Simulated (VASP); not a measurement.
Input of a VASP 6.6.1 run:

The input INCAR:

```
PREC = Accurate
ENCUT = 520
EDIFF = 1E-6
ISMEAR = 0
SIGMA = 0.1
LREAL = False
LASPH = True
NELM = 80
ALGO = Normal
ISIF = 2
LWAVE = False
LCHARG = False
GGA = PE
NBANDS = 38
```

File KPOINTS:

```
regular mesh
0
Gamma
  8 8 8
```

POSCAR

```
Hf3Ta2O
1.0
    0.0000000000      3.7500998497      4.7556131017
    3.4678371786      0.0000000000      4.7556131017
    3.4678371786      3.7500998497      0.0000000000
Hf Ta O
3 2 1
Direct
    0.5000000000      0.0000000000      0.5000000000
    0.0000000000      0.5000000000      0.0000000000
    0.5000000000      0.5000000000      0.5000000000
    0.5000000000      0.5000000000      0.0000000000
    0.0000000000      0.0000000000      0.5000000000
    0.0000000000      0.0000000000      0.0000000000
```

Potentials or basis: VASP PAW PBE potentials, release 64 (Hf_pv, Ta_pv, O).

Run with:

```console
$ cat potpaw_PBE.64/Hf_pv/POTCAR potpaw_PBE.64/Ta_pv/POTCAR potpaw_PBE.64/O/POTCAR > POTCAR
$ mpirun -np 1 vasp_std > vasp.out
```

Question: Predict the pressure.

Answer: -0.2 GPa.

Question: What does it give for the band gap on the k mesh?

Answer: Zero (bands 29 and 30 overlap by 0.53 eV).

Stress tensor (GPa, compression positive):
```
-0.14  0.00  0.00
 0.00 -0.04  0.00
 0.00  0.00 -0.39
```

Caveat: spin-orbit coupling is left out, which moves the levels of the heavy elements.
